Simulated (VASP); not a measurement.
# Sn (Im-3m) in VASP: further runs

Runs on Sn. Level: PBE. Tasks: single point.

All numbers are computed with VASP 6.6.1; they aren't measurements. Logs are shortened: lines on timing, memory, paths and dates and some standing lists are left out, and cuts for length are marked.

## 1. The cell of the first run

It takes space group Im-3m (No. 229, cubic). Conventional cell: a = 3.014 Å, b = 3.014 Å, c = 3.014 Å, α = 90.00°, β = 90.00°, γ = 90.00°. Sn (site symmetry m-3m) has 14 Sn at 2.61 to 3.01 Å within 3.4 Å.

This isn't the form of Sn at room conditions, which is tetragonal (white tin).

## 2. Single point, PBE (13.69 Å³/atom)

Contents of INCAR:

```
SYSTEM = Sn
  PREC = Accurate
  ENCUT = 520
  EDIFF = 1E-6
  ISMEAR = -1
  SIGMA = 0.08
  LREAL = .False.
  LASPH = .True.
  NELM = 100
  ALGO = Normal
  ISIF = 2
  LWAVE = .False.
  LCHARG = .True.
  GGA = PE
  LELF = .True.
  LVHAR = .True.
  NBANDS = 13
```

Contents of KPOINTS:

```
regular mesh
0
Gamma
  18 18 18
  0 0 0
```

Contents of POSCAR:

```
Sn
1.0
   -1.5069442024      1.5069442024      1.5069442024
    1.5069442024     -1.5069442024      1.5069442024
    1.5069442024      1.5069442024     -1.5069442024
Sn
1
Direct
    0.0000000000      0.0000000000      0.0000000000
```

Potentials or basis: VASP PAW PBE potentials, release 64 (Sn_d).

On the command line:

```bash
$ cat potpaw_PBE.64/Sn_d/POTCAR > POTCAR
$ mpirun -np 1 vasp_std > vasp.out
```

OUTCAR:

```text
SYSTEM = Sn
   PREC = Accurate
   ENCUT = 520
   EDIFF = 1E-6
   ISMEAR = -1
   LREAL = .False.
   LASPH = .True.
   NELM = 100
   ISIF = 2
   GGA = PE

 ion  position               nearest neighbor table
   1  0.000  0.000  0.000-

  LATTYP: Found a body centered cubic cell.
 ALAT       =     3.0138884048

  Lattice vectors:

 A1 = (  -1.5069442024,   1.5069442024,   1.5069442024)
 A2 = (   1.5069442024,  -1.5069442024,   1.5069442024)
 A3 = (   1.5069442024,   1.5069442024,  -1.5069442024)

Analysis of symmetry for initial positions (statically):
=====================================================================
 Subroutine PRICEL returns:
 Original cell was already a primitive cell.

 Routine SETGRP: Setting up the symmetry group for a
 body centered cubic supercell.

 Subroutine GETGRP returns: Found 48 space group operations
 (whereof 48 operations were pure point group operations)
 out of a pool of 48 trial point group operations.

The static configuration has the point symmetry O_h .

Analysis of symmetry for dynamics (positions and initial velocities):
=====================================================================
 Subroutine PRICEL returns:
 Original cell was already a primitive cell.

 Routine SETGRP: Setting up the symmetry group for a
 body centered cubic supercell.

 Subroutine GETGRP returns: Found 48 space group operations
 (whereof 48 operations were pure point group operations)
 out of a pool of 48 trial point group operations.

The dynamic configuration has the point symmetry O_h .

 Subroutine INISYM returns: Found 48 space group operations
 (whereof 48 operations are pure point group operations),
 and found     1 'primitive' translations

----------------------------------------------------------------------------------------

                                     Primitive cell

  volume of cell :      13.6884

  direct lattice vectors                    reciprocal lattice vectors
    -1.506944202  1.506944202  1.506944202     0.000000000  0.331797288  0.331797288
     1.506944202 -1.506944202  1.506944202     0.331797288  0.000000000  0.331797288
     1.506944202  1.506944202 -1.506944202     0.331797288  0.331797288  0.000000000

  length of vectors
     2.610103923  2.610103923  2.610103923     0.469232225  0.469232225  0.469232225

  position of ions in fractional coordinates (direct lattice)
     0.000000000  0.000000000  0.000000000
[... 81 lines left out ...]
   NFREE  =      0    steps in history (QN), initial steepest desc. (CG)
   ISIF   =      2    stress and relaxation
   ISYM   =      2    0-nonsym 1-usesym 2-fastsym
   POTIM  = 0.5000    time-step for ionic-motion
   TEBEG  =    0.0;   TEEND  =   0.0 temperature during run
   PSTRESS=    0.0 pullay stress
   NELECT =      14.0000    total number of electrons
   NUPDOWN=      -1.0000    fix difference up-down
   EMIN   =  10.00;   EMAX   =-10.00  energy-range for DOS
   EFERMI =   0.00;   METHOD = LEGACY
   ISMEAR =    -1;   SIGMA  =   0.08  broadening in eV -4-tet -1-fermi 0-gaus
   EFERMI_NEDOS =   21; number of points for ismear=-14 and -15
   IALGO  =     38    algorithm
   IMIX   =      4    mixing-type and parameters
     AMIX     =   0.40;   BMIX     =  1.00
     AMIX_MAG =   1.60;   BMIX_MAG =  1.00
  volume/ion in A,a.u.               =      13.69        92.37
  Fermi-wavevector in a.u.,A,eV,Ry     =   1.649429  3.116969 37.016236  2.720617
  Thomas-Fermi vector in A             =   2.738550
   LORBIT       =      0    0 simple, 1 ext, 2 COOP (PROOUT), +10 PAW based schemes
   GGA     = PE    functional components
   LHFCALC =     F    Hartree Fock is set to
   AEXX    =    0.0000 exact exchange contribution
   IVDW    =     0    specifies the selected vdW correction
   LEPSILON=     F    determine dielectric tensor
   LRPA    =     F    only Hartree local field effects (RPA)
 non-spin polarized calculation
  energy-cutoff  :      520.00
  volume of cell :       13.69
 maximum number of plane-waves:       382
   NGX =  9   NGY =  9   NGZ =  9

 number of electron      14.0000003 magnetization

 Free energy of the ion-electron system (eV)
  ---------------------------------------------------
  ext. energy  EPLUGINS =         0.00000000
  ---------------------------------------------------
  free energy    TOTEN  =         0.26068275 eV

  energy without entropy =        0.26789321  energy(sigma->0) =        0.26428798

 E-fermi :  19.9765     XC(G=0): -14.0384

 val. band max:       19.9231498510   @ k =   0.2222   0.2222   0.0000
 cond. band min:      19.9905696296   @ k =   0.2222   0.1667   0.1667
 fundamental gap:      0.0674197786
 Fermi energy:        19.9765462488

 k-point     1 :       0.0000    0.0000    0.0000
  band No.  band energies     occupation
      1      -3.2898      2.00000
      2      -3.2898      2.00000
      3      -3.2898      2.00000
      4      -2.4107      2.00000
      5      -2.4107      2.00000
      6       1.6767      2.00000
      7      32.2561      0.00000
      8      32.2561      0.00000
      9      32.2561      0.00000
     10      36.8209      0.00000
     11      36.8209      0.00000
     12      36.8209      0.00000
     13      38.8035      0.00000
[... 354 lines left out ...]
  band No.  band energies     occupation
      1      -3.6257      2.00000
      2      -3.4716      2.00000
      3      -2.4800      2.00000
      4      -2.4414      2.00000
      5      -1.9864      2.00000
      6       9.8040      2.00000
      7      14.3898      2.00000
      8      23.6544      0.00000
      9      26.5590      0.00000
     10      32.6284      0.00000
     11      36.0953      0.00000
     12      38.2676      0.00000
     13      42.7212      0.00000

 [... further k-points ...]

------------------------ aborting loop because EDIFF is reached ----------------------------------------

  FORCE on cell =-STRESS in cart. coord.  units (eV):
  Direction    XX          YY          ZZ          XY          YZ          ZX
  --------------------------------------------------------------------------------------
  -------------------------------------------------------------------------------------
  Total       15.6695820     15.6695820     15.6695820      0.0000000     -0.0000000      0.0000000
  in kB     1834.0724514   1834.0724514   1834.0724514      0.0000000     -0.0000000      0.0000000
  external PRESSURE =    1834.0724514 kB  Pullay stress =       0.0000000 kB

 VOLUME and BASIS-vectors are now :
 -----------------------------------------------------------------------------
  energy-cutoff  :      520.00
  volume of cell :       13.69
      direct lattice vectors                 reciprocal lattice vectors
    -1.506944202  1.506944202  1.506944202     0.000000000  0.331797288  0.331797288
     1.506944202 -1.506944202  1.506944202     0.331797288  0.000000000  0.331797288
     1.506944202  1.506944202 -1.506944202     0.331797288  0.331797288  0.000000000

 POSITION                                       TOTAL-FORCE (eV/Angst)
 -----------------------------------------------------------------------------------
      0.00000      0.00000      0.00000        -0.000000      0.000000     -0.000000
 -----------------------------------------------------------------------------------
    total drift:                                0.000000     -0.000000      0.000000

  FREE ENERGIE OF THE ION-ELECTRON SYSTEM (eV)
  ---------------------------------------------------
  free  energy   TOTEN  =         0.2606827518 eV

  energy  without entropy=        0.2678932105  energy(sigma->0) =        0.26428798
```

Run time: 14 s. Hardware: 1 thread of Intel Xeon 6975P-C (Granite Rapids), shared host; peak memory 0.15 GiB.

What came out:

```yaml
Free_energy: 0.2607 eV
Pressure: 183.4 GPa
Band_gap_on_the_k_mesh: zero (bands 7 and 8 overlap by 17.29 eV)
```

Caveat: the cell stands under pressure; spin-orbit coupling is left out, which moves the levels of the heavy elements.

## 3. Single point, PBE

This run uses another cell than the first one, of 13.75 Å³/atom.

Contents of INCAR:

```
PREC     = Accurate       # precision mode
ENCUT    = 520            # plane-wave cutoff, eV
EDIFF    = 1E-7           # SCF threshold, eV
ISMEAR   = -1             # smearing method
SIGMA    = 0.08           # smearing width, eV
LREAL    = F              # projectors in reciprocal space
LASPH    = T              # aspherical terms in the spheres
NELM     = 60             # most SCF steps
ALGO     = Normal         # electronic algorithm
ISIF     = 2              # what is computed and relaxed
LWAVE    = F              # write WAVECAR
LCHARG   = F              # write CHGCAR
GGA      = PE             # functional
NBANDS   = 13             # bands
```

Contents of KPOINTS:

```
regular mesh
0
Gamma
  18 18 18
```

Contents of POSCAR:

```
Sn
1.0
   -1.5092452082      1.5092452082      1.5092452082
    1.5092452082     -1.5092452082      1.5092452082
    1.5092452082      1.5092452082     -1.5092452082
Sn
1
Direct
    0.0000000000      0.0000000000      0.0000000000
```

Potentials or basis: VASP PAW PBE potentials, release 64 (Sn_d).

On the command line:

```bash
$ cat potpaw_PBE.64/Sn_d/POTCAR > POTCAR
$ mpirun -np 1 vasp_std > vasp.out
```

Run time: 14 s. Hardware: 1 thread of Intel Xeon 6975P-C (Granite Rapids), shared host; peak memory 0.15 GiB.

The run converged. Its results:

* Free energy: 0.1894 eV
* Pressure: 180.2 GPa
* Band gap on the k mesh: zero (bands 7 and 8 overlap by 17.30 eV)

Levels at points of the mesh, in eV from the Fermi level:
```tsv
k point	band 3	band 4	band 5	band 6	band 7	band 8	band 9	band 10	band 11	band 12
(0.00, 0.00, 0.00)	-23.24	-22.37	-22.37	-18.23	12.29	12.29	12.29	16.77	16.77	16.77
(0.50, 0.00, 0.00)	-22.41	-22.36	-21.81	-9.24	-7.38	6.37	6.59	11.62	13.54	19.14
(0.50, 0.50, 0.50)	-21.95	-21.95	-21.95	-1.75	-1.75	-1.75	3.42	4.00	4.00	21.08
```

Caveat: the cell stands under pressure; spin-orbit coupling is left out, which moves the levels of the heavy elements.

## 4. Single point, PBE

This run uses another cell than the first one, of 27.71 Å³/atom.

Contents of INCAR:

```
ALGO = Normal ; EDIFF = 1E-6
ENCUT = 520 ; GGA = PE
ISIF = 2 ; ISMEAR = -1
LASPH = True ; LCHARG = True
LELF = True ; LREAL = False
LVHAR = True ; LWAVE = False
NBANDS = 13 ; NELM = 100
PREC = Accurate ; SIGMA = 0.08
```

Contents of KPOINTS:

```
k-points
0
Gamma
  18 18 18
```

Contents of POSCAR:

```
Sn
1.0
   -1.9062865735      1.9062865735      1.9062865735
    1.9062865735     -1.9062865735      1.9062865735
    1.9062865735      1.9062865735     -1.9062865735
Sn
1
Direct
    0.0000000000      0.0000000000      0.0000000000
```

On the command line:

```bash
$ cat potpaw_PBE.64/Sn_d/POTCAR > POTCAR
$ mpirun -np 1 vasp_std > vasp.out
```

Wall time 30 s (1 thread of Intel Xeon 6975P-C (Granite Rapids), shared host); peak memory 0.2 GiB.

The run converged. Its results:

| Property | Result |
| --- | --- |
| Free energy | -3.7805 eV |
| Pressure | -0.1 GPa |
| Band gap on the k mesh | zero (bands 7 and 8 overlap by 10.19 eV) |

Levels at points of the mesh, in eV from the Fermi level:
```
           k point  band 5  band 6  band 7  band 8  band 9  band 10
(0.00, 0.00, 0.00)  -21.42  -10.94    7.79    7.79    7.79    12.08
(0.50, 0.00, 0.00)  -21.34   -6.39   -4.32    3.54    5.38     7.85
(0.50, 0.50, 0.50)  -21.36   -2.58   -0.45   -0.45   -0.45     3.84
```

Caveat: spin-orbit coupling is left out, which moves the levels of the heavy elements.

## 5. Overview

```csv
cell,gap on the mesh (eV),pressure (GPa)
"a = 2.610 Å, angles 109.5°, 1 atom",none,183.4
"a = 2.614 Å, angles 109.5°, 1 atom",none,180.2
"a = 3.302 Å, angles 109.5°, 1 atom",none,-0.1
```

Alike in all rows: task single point; level PBE; potentials or basis VASP PAW PBE potentials, release 64 (Sn_d); no spin polarisation; k mesh 18 × 18 × 18; cutoff (eV) 520; smearing fermi-dirac 0.08 eV.

Caveats: spin-orbit coupling is left out, which moves the levels of the heavy elements; the cell stands under pressure (at least some runs).

Absolute energies hang on the potentials; compare differences alone.

The gap in the log of VASP goes by the Fermi energy; the results here count the filled bands.